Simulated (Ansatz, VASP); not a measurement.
# HCl in VASP and in Ansatz

```xyz
2
Lattice="0.0000 2.2161 2.2161 2.2161 0.0000 2.2161 2.2161 2.2161 0.0000" Properties=species:S:1:pos:R:3 pbc="T T T"
H     0.0000    0.0000    0.0000
Cl    2.2161    2.2161    2.2161
```

Alike in both runs: task single point; functional PBEsol; k mesh 10 × 10 × 10; occupations gaussian, width 0.05 eV; no spin polarisation.

|  | VASP | Ansatz |
| --- | --- | --- |
| version | VASP 6.6.1 | Ansatz 0.2.0 |
| potentials or method | VASP PAW PBE potentials, release 64 (H, Cl), cutoff 500 eV | scalar-relativistic, plane waves, PAW |
| valence electrons in the cell | 8 | 8 |

```csv
,VASP,Ansatz,Ansatz less VASP
gap on the k mesh at the Fermi level (eV),none,none,-
pressure (GPa),0.1,0.2,+0.15
```

VASP's potentials were made for PBE, not for PBEsol. A gap of «none» marks a metal or a gap that the smearing closes.
